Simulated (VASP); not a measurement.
# WC (I4/mmm) in VASP: a series of runs, part 2 of 2

VASP 6.6.1. The steps go on from the part before.

## 3. Single point, LDA (strain +0.050 along x and y, +0.000 along z)

The input, INCAR:

```
ALGO = Normal
EDIFF = 1E-6
ENCUT = 600
GGA = CA
GGA_COMPAT = False
ISIF = 2
ISMEAR = 0
LASPH = True
LCHARG = False
LREAL = False
LWAVE = False
NBANDS = 16
NELM = 120
PREC = Accurate
SIGMA = 0.15
```

The input, KPOINTS:

```
k-points
0
Gamma
  18 18 18
```

The input, POSCAR:

```
WC
1.0
    0.0000000000      2.3023182000      2.1926840000
    2.3023182000      0.0000000000      2.1926840000
    2.3023182000      2.3023182000      0.0000000000
W C
1 1
Direct
    0.0000000000      0.0000000000      0.0000000000
    0.5000000000      0.5000000000      0.5000000000
```

Potentials or basis: VASP PAW LDA potentials, release 64 (W_sv, C).

On the command line:

```
cat potpaw_LDA.64/W_sv/POTCAR potpaw_LDA.64/C/POTCAR > POTCAR
mpirun -np 1 vasp_std > vasp.out
```

OUTCAR:

```text
EDIFF = 1E-6
   ENCUT = 600
   GGA = CA
   ISIF = 2
   ISMEAR = 0
   LASPH = True
   LREAL = False
   NELM = 120
   PREC = Accurate

 ion  position               nearest neighbor table
   1  0.000  0.000  0.000-   2 2.19   2 2.19   2 2.30   2 2.30   2 2.30   2 2.30
   2  0.500  0.500  0.500-   1 2.19   1 2.19   1 2.30   1 2.30   1 2.30   1 2.30

  LATTYP: Found a body centered tetragonal cell.
 ALAT       =     3.2559696233
 C/A-ratio  =     1.3468700594

  Lattice vectors:

 A1 = (   0.0000000000,  -2.3023182000,  -2.1926840000)
 A2 = (   0.0000000000,   2.3023182000,  -2.1926840000)
 A3 = (   2.3023182000,   0.0000000000,   2.1926840000)

Analysis of symmetry for initial positions (statically):
=====================================================================
 Subroutine PRICEL returns:
 Original cell was already a primitive cell.

 Routine SETGRP: Setting up the symmetry group for a
 body centered tetragonal supercell.

 Subroutine GETGRP returns: Found 16 space group operations
 (whereof 16 operations were pure point group operations)
 out of a pool of 16 trial point group operations.

The static configuration has the point symmetry D_4h.
[... 161 lines left out ...]

 E-fermi :  10.7817     XC(G=0): -13.3634

 val. band max:       10.7814646784   @ k =  -0.2778   0.3333   0.1111
 cond. band min:      10.7885126236   @ k =  -0.2778   0.3889   0.1667
 fundamental gap:      0.0070479452
 Fermi energy:        10.7816962705

 k-point     1 :       0.0000    0.0000    0.0000
  band No.  band energies     occupation
      1     -64.1922      2.00000
      2     -28.4486      2.00000
      3     -28.4486      2.00000
      4     -28.4480      2.00000
      5      -3.9561      2.00000
      6       8.2436      2.00000
[... 433 lines left out ...]
      3     -28.4791      2.00000
      4     -28.4740      2.00000
      5      -2.6080      2.00000
      6       5.2768      2.00000
[... 8 lines left out ...]
     15      22.5039      0.00000
     16      25.5234      0.00000

 [... further k-points ...]

------------------------ aborting loop because EDIFF is reached ----------------------------------------

  FORCE on cell =-STRESS in cart. coord.  units (eV):
  Direction    XX          YY          ZZ          XY          YZ          ZX
  --------------------------------------------------------------------------------------
  -------------------------------------------------------------------------------------
  Total       -6.4809329     -6.4809329     -4.0736214      0.0000000      0.0000000     -0.0000000
  in kB     -446.6952896   -446.6952896   -280.7724598      0.0000000      0.0000000     -0.0000000
  external PRESSURE =    -391.3876796 kB  Pullay stress =       0.0000000 kB

 VOLUME and BASIS-vectors are now :
 -----------------------------------------------------------------------------
  energy-cutoff  :      600.00
  volume of cell :       23.25
      direct lattice vectors                 reciprocal lattice vectors
     0.000000000  2.302318200  2.192684000    -0.217172413  0.217172413  0.228031034
     2.302318200  0.000000000  2.192684000     0.217172413 -0.217172413  0.228031034
     2.302318200  2.302318200  0.000000000     0.217172413  0.217172413 -0.228031034

 POSITION                                       TOTAL-FORCE (eV/Angst)
 -----------------------------------------------------------------------------------
      0.00000      0.00000      0.00000         0.000000      0.000000      0.000000
      2.30232      2.30232      2.19268         0.000000      0.000000      0.000000
 -----------------------------------------------------------------------------------
    total drift:                               -0.000000      0.000000      0.000000

  FREE ENERGIE OF THE ION-ELECTRON SYSTEM (eV)
  ---------------------------------------------------
  free  energy   TOTEN  =       -23.3615640739 eV

  energy  without entropy=      -23.3490751997  energy(sigma->0) =      -23.35531964
```

stdout:

```text
POSCAR found type information on POSCAR W C
 POSCAR found :  2 types and       2 ions
 scaLAPACK will be used
 LDA part: xc-table for (Slater(with rela. corr.)+CA(PZ))
 , standard interpolation
 POSCAR, INCAR and KPOINTS ok, starting setup
 FFT: planning ... GRIDC
 FFT: planning ... GRID_SOFT
 FFT: planning ... GRID
 WAVECAR not read
 entering main loop
```

Wall time 3.2 min (1 thread of Intel Xeon Platinum 8259CL at 2.50GHz (Skylake/Cascade Lake), shared host); peak memory 0.32 GiB.

Results:

* Free energy: -23.3616 eV
* Pressure: -39.1 GPa
* Band gap on the k mesh: zero (band 9 reaches 11.60 eV, above the bottom of band 10 at 9.06 eV)

Stress tensor (GPa, compression positive):
```
-44.67   0.00   0.00
  0.00 -44.67   0.00
  0.00   0.00 -28.08
```

Caveat: the cell differs from its parent crystal (strain +0.050 along x and y, +0.000 along z); spin-orbit coupling is left out, which moves the levels of the heavy elements.
